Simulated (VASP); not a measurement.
Write the native input for VASP 6.6.1 that does the following.

* Task: single point
* Functional: PBE
* Potentials or basis: VASP PAW PBE potentials, release 64 (Sb)
* Cutoff: 520 eV
* k mesh: 10 × 10 × 10
* Occupations: fermi-dirac, width 0.05 eV
* Spin: no spin polarisation
* Dipole correction: no
* Further INCAR settings: ALGO = Normal; EDIFF = 1e-06; NBANDS = 8

The structure of Sb lies in POSCAR:

```
Sb
1.0
   -1.8713408863      1.8713408863      1.8713408863
    1.8713408863     -1.8713408863      1.8713408863
    1.8713408863      1.8713408863     -1.8713408863
Sb
1
Direct
    0.0000000000      0.0000000000      0.0000000000
```

These files were run (other wordings do the same):

INCAR

```
SYSTEM = Sb
  ALGO = Normal
  EDIFF = 1E-6
  ENCUT = 520
  GGA = PE
  ISIF = 2
  ISMEAR = -1
  LASPH = .TRUE.
  LCHARG = .TRUE.
  LELF = .TRUE.
  LREAL = .FALSE.
  LVHAR = .TRUE.
  LWAVE = .FALSE.
  NBANDS = 8
  NELM = 60
  PREC = Accurate
  SIGMA = 0.05
```

KPOINTS

```
k-points
0
G
  10 10 10
  0 0 0
```

Potentials or basis: VASP PAW PBE potentials, release 64 (Sb).

The run is started by

```console
$ cat potpaw_PBE.64/Sb/POTCAR > POTCAR
$ mpirun -np 1 vasp_std > vasp.out
```

It gave:

```
Pressure : 3.0 GPa
```

Run time: 11 s on 1 thread of AMD EPYC 7R13, on a shared host, peak memory 0.11 GiB.
